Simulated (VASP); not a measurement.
# SiC (P6_3mc) in VASP: further runs, part 2 of 2

VASP 6.6.1. Earlier steps stand in the parts before.

### Step 4. Single point, PBE

This run uses another cell than the first one, of the same volume but with other edges.

Input file INCAR:

```
ALGO = Normal
EDIFF = 1E-6
ENCUT = 520
GGA = PE
ISIF = 2
ISMEAR = 0
LASPH = T
LCHARG = F
LREAL = F
LWAVE = F
NBANDS = 16
NELM = 60
PREC = Accurate
SIGMA = 0.05
```

Input file KPOINTS:

```
k-points
0
Gamma
  12 12 6
```

Input file POSCAR:

```
SiC
1.0
    2.8330647766      0.0000000000      0.0000000000
   -1.4165323883      2.4535060671      0.0000000000
    0.0000000000      0.0000000000      6.0435559759
Si C
2 2
Direct
    0.3333333333      0.6666666667      0.0045636718
    0.6666666667      0.3333333333      0.5045636718
    0.3333333333      0.6666666667      0.3804363282
    0.6666666667      0.3333333333      0.8804363282
```

Potentials or basis: VASP PAW PBE potentials, release 64 (Si, C).

The run is started by

```
cat potpaw_PBE.64/Si/POTCAR potpaw_PBE.64/C/POTCAR > POTCAR
mpirun -np 1 vasp_std > vasp.out
```

OUTCAR:

```text
EDIFF = 1E-6
   ENCUT = 520
   GGA = PE
   ISIF = 2
   ISMEAR = 0
   LASPH = T
   LREAL = F
   NELM = 60
   PREC = Accurate

 ion  position               nearest neighbor table
   1  0.333  0.667  0.005-   4 1.80   4 1.80   4 1.80   3 2.27
   2  0.667  0.333  0.505-   3 1.80   3 1.80   3 1.80   4 2.27
   3  0.333  0.667  0.380-   2 1.80   2 1.80   2 1.80   1 2.27
   4  0.667  0.333  0.880-   1 1.80   1 1.80   1 1.80   2 2.27

  LATTYP: Found a hexagonal cell.
 ALAT       =     2.8330647766
 C/A-ratio  =     2.1332219531

  Lattice vectors:

 A1 = (   2.8330647766,   0.0000000000,   0.0000000000)
 A2 = (  -1.4165323883,   2.4535060671,   0.0000000000)
 A3 = (   0.0000000000,   0.0000000000,   6.0435559759)

Analysis of symmetry for initial positions (statically):
=====================================================================
 Subroutine PRICEL returns:
 Original cell was already a primitive cell.

 Routine SETGRP: Setting up the symmetry group for a
 hexagonal supercell.

 Subroutine GETGRP returns: Found 12 space group operations
 (whereof  6 operations were pure point group operations)
 out of a pool of 24 trial point group operations.

The static configuration has the point symmetry C_3v.
 The point group associated with its full space group is C_6v.

Analysis of symmetry for dynamics (positions and initial velocities):
=====================================================================
 Subroutine PRICEL returns:
 Original cell was already a primitive cell.

 Routine SETGRP: Setting up the symmetry group for a
 hexagonal supercell.

 Subroutine GETGRP returns: Found 12 space group operations
 (whereof  6 operations were pure point group operations)
 out of a pool of 24 trial point group operations.

The dynamic configuration has the point symmetry C_3v.
 The point group associated with its full space group is C_6v.

 Subroutine INISYM returns: Found 12 space group operations
 (whereof  6 operations are pure point group operations),
 and found     1 'primitive' translations

----------------------------------------------------------------------------------------

                                     Primitive cell

  volume of cell :      42.0084

  direct lattice vectors                    reciprocal lattice vectors
     2.833064777  0.000000000  0.000000000     0.352974633  0.203789999  0.000000000
    -1.416532388  2.453506067  0.000000000     0.000000000  0.407579999  0.000000000
     0.000000000  0.000000000  6.043555976     0.000000000  0.000000000  0.165465498

  length of vectors
     2.833064777  2.833064777  6.043555976     0.407579999  0.407579999  0.165465498

  position of ions in fractional coordinates (direct lattice)
     0.333333333  0.666666667  0.004563672
     0.666666667  0.333333333  0.504563672
     0.333333333  0.666666667  0.380436328
     0.666666667  0.333333333  0.880436328

  ion indices of the primitive-cell ions
   primitive index   ion index
                 1           1
                 2           2
                 3           3
                 4           4

----------------------------------------------------------------------------------------

 KPOINTS: k-points

Automatic generation of k-mesh.
 Grid dimensions read from file:
 generate k-points for:   12   12    6

 Generating k-lattice:

  Cartesian coordinates                     Fractional coordinates (reciprocal lattice)
     0.029414553  0.016982500  0.000000000     0.083333333 -0.000000000  0.000000000
     0.000000000  0.033965000  0.000000000     0.000000000  0.083333333  0.000000000
     0.000000000  0.000000000  0.027577583     0.000000000  0.000000000  0.166666667

  Length of vectors
     0.033965000  0.033965000  0.027577583

  Shift w.r.t. Gamma in fractional coordinates (k-lattice)
     0.000000000  0.000000000  0.000000000

 Subroutine IBZKPT returns following result:
 ===========================================

 Found     76 irreducible k-points:

 Following reciprocal coordinates:
            Coordinates               Weight
  0.000000  0.000000  0.000000      1.000000
  0.083333  0.000000  0.000000      6.000000
  0.166667  0.000000  0.000000      6.000000
  0.250000  0.000000  0.000000      6.000000
  0.333333  0.000000  0.000000      6.000000
  0.416667  0.000000  0.000000      6.000000
[... 16 lines left out ...]
  0.250000  0.000000  0.166667     12.000000
  0.333333  0.000000  0.166667     12.000000
 [... further k-points ...]
   k-points           NKPTS =     76   k-points in BZ     NKDIM =     76   number of bands    NBANDS=     16
   number of dos      NEDOS =    301   number of ions     NIONS =      4
   total plane-waves  NPLWV =  27648
   dimension x,y,z NGX =    24 NGY =   24 NGZ =   48
   dimension x,y,z NGXF=    48 NGYF=   48 NGZF=   96
   ions per type =               2   2
   NGX,Y,Z   is equivalent  to a cutoff of  14.08, 14.08, 13.20 a.u.
   NGXF,Y,Z  is equivalent  to a cutoff of  28.17, 28.17, 26.41 a.u.
 SYSTEM =  unknown system
   PREC   = accura    normal or accurate (medium, high low for compatibility)
   ISTART =      0    job   : 0-new  1-cont  2-samecut
   ICHARG =      2    charge: 1-file 2-atom 10-const
   ISPIN  =      1    spin polarized calculation?
   LNONCOLLINEAR =      F non collinear calculations
   LSORBIT =      F    spin-orbit coupling
   LASPH  =      T    aspherical Exc in radial PAW
   ENCUT  =  520.0 eV  38.22 Ry    6.18 a.u.   5.27  5.27 11.24*2*pi/ulx,y,z
   NELM   =     60;   NELMIN=  2; NELMDL= -5     # of ELM steps
   EDIFF  = 0.1E-05   stopping-criterion for ELM
   LREAL  =      F    real-space projection
   EDIFFG = 0.1E-04   stopping-criterion for IOM
   NSW    =      0    number of steps for IOM
   IBRION =     -1    ionic relax: 0-MD 1-quasi-New 2-CG
   NFREE  =      0    steps in history (QN), initial steepest desc. (CG)
   ISIF   =      2    stress and relaxation
   ISYM   =      2    0-nonsym 1-usesym 2-fastsym
   POTIM  = 0.5000    time-step for ionic-motion
   TEBEG  =    0.0;   TEEND  =   0.0 temperature during run
   PSTRESS=    0.0 pullay stress
   NELECT =      16.0000    total number of electrons
   NUPDOWN=      -1.0000    fix difference up-down
   EMIN   =  10.00;   EMAX   =-10.00  energy-range for DOS
   EFERMI =   0.00;   METHOD = LEGACY
   ISMEAR =     0;   SIGMA  =   0.05  broadening in eV -4-tet -1-fermi 0-gaus
   EFERMI_NEDOS =   21; number of points for ismear=-14 and -15
   IALGO  =     38    algorithm
   IMIX   =      4    mixing-type and parameters
     AMIX     =   0.40;   BMIX     =  1.00
     AMIX_MAG =   1.60;   BMIX_MAG =  1.00
  volume/ion in A,a.u.               =      10.50        70.87
  Fermi-wavevector in a.u.,A,eV,Ry     =   1.186687  2.242513 19.160071  1.408225
  Thomas-Fermi vector in A             =   2.322854
   LORBIT       =      0    0 simple, 1 ext, 2 COOP (PROOUT), +10 PAW based schemes
   GGA     = PE    functional components
   LHFCALC =     F    Hartree Fock is set to
   AEXX    =    0.0000 exact exchange contribution
   IVDW    =     0    specifies the selected vdW correction
   LEPSILON=     F    determine dielectric tensor
   LRPA    =     F    only Hartree local field effects (RPA)
 non-spin polarized calculation
 Gauss-broadening in eV      SIGMA  =   0.05
  energy-cutoff  :      520.00
  volume of cell :       42.01
 maximum number of plane-waves:      1147
 NGX is ok and might be reduce to    24

 number of electron      15.9999998 magnetization

 Free energy of the ion-electron system (eV)
  ---------------------------------------------------
  ext. energy  EPLUGINS =         0.00000000
  ---------------------------------------------------
  free energy    TOTEN  =       -27.26426503 eV

  energy without entropy =      -27.26406492  energy(sigma->0) =      -27.26416498

 E-fermi :   8.6432     XC(G=0): -11.2722

 val. band max:        8.6217739472   @ k =   0.0000   0.0000   0.3333
 cond. band min:       8.6957189693   @ k =   0.0000   0.0000   0.1667
 fundamental gap:      0.0739450221
 Fermi energy:         8.6432374168

 k-point     1 :       0.0000    0.0000    0.0000
  band No.  band energies     occupation
      1      -7.6202      2.00000
      2      -5.9409      2.00000
      3      -0.7357      2.00000
      4       6.3183      2.00000
      5       8.3352      2.00000
      6       8.3352      2.00000
[... 8 lines left out ...]
     15      18.1963      0.00000
     16      18.3542      0.00000
[... 420 lines left out ...]
  band No.  band energies     occupation
      1      -5.3018      2.00000
      2      -4.0180      2.00000
      3       1.5007      2.00000
      4       2.3955      2.00000
      5       2.9674      2.00000
      6       6.2446      2.00000
[... 8 lines left out ...]
     15      18.1887      0.00000
     16      20.3043      0.00000

 [... further k-points ...]
[... 5 lines left out ...]
  --------------------------------------------------------------------------------------
  -------------------------------------------------------------------------------------
  Total       14.7380582     14.7380582    -15.1163237      0.0000000      0.0000000     -0.0000000
  in kB      562.1013907    562.1013907   -576.5282295      0.0000000      0.0000000     -0.0000000
  external PRESSURE =     182.5581840 kB  Pullay stress =       0.0000000 kB

 VOLUME and BASIS-vectors are now :
 -----------------------------------------------------------------------------
  energy-cutoff  :      520.00
  volume of cell :       42.01
      direct lattice vectors                 reciprocal lattice vectors
     2.833064777  0.000000000  0.000000000     0.352974633  0.203789999  0.000000000
    -1.416532388  2.453506067  0.000000000     0.000000000  0.407579999  0.000000000
     0.000000000  0.000000000  6.043555976     0.000000000  0.000000000  0.165465498

 POSITION                                       TOTAL-FORCE (eV/Angst)
 -----------------------------------------------------------------------------------
     -0.00000      1.63567      0.02758         0.000000      0.000000     -0.029901
      1.41653      0.81784      3.04936         0.000000      0.000000     -0.029901
     -0.00000      1.63567      2.29919         0.000000     -0.000000      0.029901
      1.41653      0.81784      5.32097        -0.000000      0.000000      0.029901
 -----------------------------------------------------------------------------------
    total drift:                               -0.000000      0.000000     -0.000028

  FREE ENERGIE OF THE ION-ELECTRON SYSTEM (eV)
  ---------------------------------------------------
  free  energy   TOTEN  =       -27.2642650311 eV

  energy  without entropy=      -27.2640649200  energy(sigma->0) =      -27.26416498
```

OSZICAR:

```text
N       E                     dE             d eps       ncg     rms          rms(c)
DAV:   1     0.275520973461E+02    0.27552E+02   -0.70630E+03  2432   0.889E+02
DAV:   2    -0.295580142876E+02   -0.57110E+02   -0.51490E+02  3384   0.161E+02
DAV:   3    -0.319413007365E+02   -0.23833E+01   -0.23726E+01  3200   0.308E+01
DAV:   4    -0.319594226677E+02   -0.18122E-01   -0.18120E-01  3008   0.326E+00
DAV:   5    -0.319596190737E+02   -0.19641E-03   -0.19640E-03  3248   0.322E-01    0.135E+01
DAV:   6    -0.274365450967E+02    0.45231E+01   -0.71761E+00  3056   0.172E+01    0.596E+00
DAV:   7    -0.272983224920E+02    0.13822E+00   -0.11351E+00  3232   0.655E+00    0.266E+00
DAV:   8    -0.272648271352E+02    0.33495E-01   -0.88834E-02  2992   0.195E+00    0.772E-01
DAV:   9    -0.272641875711E+02    0.63956E-03   -0.13767E-02  3232   0.810E-01    0.208E-01
DAV:  10    -0.272642097530E+02   -0.22182E-04   -0.19907E-03  2808   0.285E-01    0.867E-02
DAV:  11    -0.272642657232E+02   -0.55970E-04   -0.18142E-04  2992   0.914E-02    0.355E-02
DAV:  12    -0.272642637909E+02    0.19323E-05   -0.38047E-06  3080   0.157E-02    0.125E-02
DAV:  13    -0.272642649787E+02   -0.11878E-05   -0.22186E-06  2528   0.106E-02    0.265E-03
DAV:  14    -0.272642650311E+02   -0.52447E-07   -0.18441E-07  1400   0.279E-03
   1 F= -.27264265E+02 E0= -.27264165E+02  d E =-.200111E-03
```

It took 21 s on 1 thread of Intel Xeon Platinum 8559C (Emerald Rapids), shared host; peak memory 0.19 GiB.

What came out:

```
Free energy            : -27.2643 eV
Pressure               : 18.3 GPa
Largest force          : 0.030 eV/Å
Band gap on the k mesh : zero (band 8 reaches 8.72 eV, above the bottom of band 9 at 8.58 eV)
```

Forces on the atoms (eV/Å):
```
Si   0.000  0.000 -0.030
Si   0.000  0.000 -0.030
C    0.000  0.000  0.030
C    0.000  0.000  0.030
```

### Step 5. Summary

| cell | gap on the mesh (eV) | pressure (GPa) | largest force (eV/Å) |
| --- | --- | --- | --- |
| a = 3.042, b = 3.042, c = 5.242 Å, angles 90.0, 90.0, 120.0°, 4 atoms | 2.12 | 0.8 | 0.33 |
| a = 3.331, b = 3.331, c = 4.372 Å, angles 90.0, 90.0, 120.0°, 4 atoms | 1.03 | 14.7 | 5.31 |
| a = 2.833, b = 2.833, c = 6.044 Å, angles 90.0, 90.0, 120.0°, 4 atoms | none | 18.3 | 0.03 |

Alike in all rows: task single point; level PBE; potentials or basis VASP PAW PBE potentials, release 64 (Si, C); no spin polarisation; k mesh 12 × 12 × 6; cutoff (eV) 520; smearing gaussian 0.05 eV.

Caveats: forces of over 1 eV/Å act on the atoms, so gaps and moduli don't describe the material at rest (some runs).

Absolute energies hang on the potentials; compare differences alone.
